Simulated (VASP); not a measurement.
Wanted: the native input for a VASP 6.6.1 run.

```yaml
Task: relaxation of shape and atoms at fixed volume
Functional: PBE
Potentials_or_basis: VASP PAW PBE potentials, release 64 (Al, In_d, As)
Cutoff: 600 eV
k_mesh: 8 × 8 × 4
Occupations: gaussian, width 0.02 eV
Spin: no spin polarisation
Dipole_correction: no
Further_INCAR_settings: ALGO = Normal; EDIFF = 1e-07; IBRION = 2; EDIFFG = -0.01; NSW = 50; ISIF = 4
```

The structure of Al3InAs4 lies in POSCAR:

```
Al3InAs4
1.0
    3.9547770394      0.0000000000      0.0000000000
    0.0000000000      3.9547770394      0.0000000000
    0.0000000000      0.0000000000     11.1959871759
Al In As
3 1 4
Direct
    0.0000000000      0.0000000000      0.7405618598
    0.5000000000      0.5000000000      0.5000000000
    0.0000000000      0.0000000000      0.2594381402
    0.5000000000      0.5000000000      0.0000000000
    0.5000000000      0.0000000000      0.6202798827
    0.0000000000      0.5000000000      0.3797201173
    0.5000000000      0.0000000000      0.1412991273
    0.0000000000      0.5000000000      0.8587008727
```

One way to write it, as run:

INCAR

```
  PREC = Accurate
  ENCUT = 600
  EDIFF = 1E-7
  ISMEAR = 0
  SIGMA = 0.02
  LREAL = F
  LASPH = T
  NELM = 80
  ALGO = Normal
  ISIF = 4
  LWAVE = F
  LCHARG = F
  GGA = PE
  IBRION = 2
  NSW = 50
  EDIFFG = -0.01
```

KPOINTS

```
regular mesh
0
Gamma
  8 8 4
```

Potentials or basis: VASP PAW PBE potentials, release 64 (Al, In_d, As).

The run is started by

```bash
$ cat potpaw_PBE.64/Al/POTCAR potpaw_PBE.64/In_d/POTCAR potpaw_PBE.64/As/POTCAR > POTCAR
$ mpirun -np 1 vasp_std > vasp.out
```

Results of the run:

| Item | Value |
| --- | --- |
| Energy gained by relaxing | 0.0 meV/atom |
| Ionic steps | 2 |
| Pressure after relaxing | 10.8 GPa |
| Largest force after relaxing | 0.006 eV/Å |
| Band gap on the k mesh | 1.23 eV (least direct gap 1.28 eV) |

Caveat: spin-orbit coupling is left out, which moves the levels of the heavy elements.

Run time: 11 min on 1 thread of Intel Xeon 8259CL (shared host), peak memory 0.48 GiB.
